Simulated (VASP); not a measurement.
HgPtSeF3:

```
Hg Pt Se F
1.0
    -2.62381    3.13704    3.97709
     2.62381   -3.13704    3.97709
     2.62381    3.13704   -3.97709
Hg Pt Se F
1 1 1 3
Direct
  0.00000 0.00000 0.00000
  0.50000 0.50000 0.00000
  0.00000 0.50000 0.50000
  0.76025 0.76025 0.00000
  0.23975 0.23975 0.00000
  0.50000 0.00000 0.50000
```

The cell was built from a structure type or drawn by symmetry, and may not be a known phase.

| Item | Value |
| --- | --- |
| Program | VASP 6.6.1 |
| Task | relaxation of cell and atoms |
| Functional | PBE |
| Potentials or basis | VASP PAW PBE potentials, release 64 (Hg, Pt, Se, F) |
| Cutoff | 600 eV |
| k mesh | 3 × 3 × 3 |
| Occupations | gaussian, width 0.15 eV |
| Spin | no spin polarisation |

At the start: pressure 2.3 GPa; volume 21.82 Å³/atom.

How do energy, volume and symmetry change on relaxing?

Over 14 steps the energy falls by 516.9 meV/atom and the volume is 19.06 Å³/atom (-12.6 %); space group Immm (No. 71, to 0.1 Å) before and after.

Step by step:
```csv
step,energy change (eV),largest force (eV/Å),pressure (GPa),volume (Å³)
1,0.0000,4.7658,2.29,130.94
2,-2.1514,1.4668,-8.21,135.34
3,-2.1813,1.4636,-8.34,135.52
4,-2.9097,1.3680,2.46,114.65
5,-2.9387,0.6865,-0.08,117.62
6,-3.0500,0.0556,0.99,113.65
7,-3.0502,0.0776,0.92,113.81
8,-3.0866,0.0166,-0.01,114.98
9,-3.0933,0.0735,-0.97,116.66
10,-3.0963,0.0445,-0.71,116.12
11,-3.0964,0.3060,0.51,114.74
12,-3.0992,0.1286,-0.11,115.42
13,-3.1007,0.0808,0.00,115.00
14,-3.1014,0.0088,0.18,114.38
```

Final structure:
```xyz
6
Lattice="-2.5268 2.5295 4.4739 2.5268 -2.5295 4.4739 2.5268 2.5295 -4.4739" Properties=species:S:1:pos:R:3 pbc="T T T"
Hg    0.0000    0.0000    0.0000
Pt    0.0000    0.0000    4.4739
Se    2.5268    0.0000    0.0000
F     0.0000    0.0000    6.4595
F     0.0000    0.0000    2.4884
F     0.0000    2.5295    0.0000
```

Caveat: the k points lie up to 0.48 Å⁻¹ apart in the final cell, too coarse for converged energies and pressures of a metal; an odd number of electrons without spin polarisation forces a metal; a magnetic or distorted state may lie lower.
